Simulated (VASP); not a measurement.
A run of VASP 6.6.1 is set up as follows.

Contents of INCAR:

```
SYSTEM = LaH3O3
  PREC = Accurate
  ENCUT = 520
  EDIFF = 1E-8
  ISMEAR = -1
  SIGMA = 0.02
  LREAL = .FALSE.
  LASPH = .TRUE.
  NELM = 100
  ALGO = Normal
  ISIF = 2
  LWAVE = .FALSE.
  LCHARG = .FALSE.
  GGA = PS
  LEFG = .TRUE.
  NBANDS = 45
```

Contents of KPOINTS:

```
regular mesh
0
G
  4 6 4
  0 0 0
```

File POSCAR:

```
LaH3O3
1.0
    6.6168440000      0.0000000000      0.0000000000
    0.0000000000      3.8322320000      0.0000000000
   -3.2648680000      0.0000000000      5.8101830000
La H O
2 6 6
Direct
    0.1635890000      0.7500000000      0.8300110000
    0.8364110000      0.2500000000      0.1699890000
    0.6354670000      0.7500000000      0.3513550000
    0.6399060000      0.7500000000      0.8014510000
    0.2160550000      0.7500000000      0.3561090000
    0.3645330000      0.2500000000      0.6486450000
    0.3600940000      0.2500000000      0.1985490000
    0.7839450000      0.2500000000      0.6438910000
    0.5858280000      0.7500000000      0.1874770000
    0.8067310000      0.7500000000      0.9015280000
    0.1052010000      0.7500000000      0.4127210000
    0.4141720000      0.2500000000      0.8125230000
    0.1932690000      0.2500000000      0.0984720000
    0.8947990000      0.2500000000      0.5872790000
```

Potentials or basis: VASP PAW PBE potentials, release 64 (La, H, O).

Launch:

```sh
$ cat potpaw_PBE.64/La/POTCAR potpaw_PBE.64/H/POTCAR potpaw_PBE.64/O/POTCAR > POTCAR
$ mpirun -np 1 vasp_std > vasp.out
```

Task: Predict the largest force.

Result: 0.664 eV/Å.

Task: What does it give for the pressure?

Result: -3.5 GPa.

Task: Estimate the band gap on the k mesh.

Result: 3.69 eV.

Stress tensor (GPa, compression positive):
```
-2.89  0.00 -0.09
 0.00 -4.52  0.00
-0.09  0.00 -3.12
```

Caveat: the cell stands under tension; without QUAD_EFG the Cq values of the log hold for a quadrupole moment of 1 mb, not for the nuclei; the PAW data sets were made with another functional, which shifts forces and pressure a little; spin-orbit coupling is left out, which moves the levels of the heavy elements. A k mesh can miss the band edges.
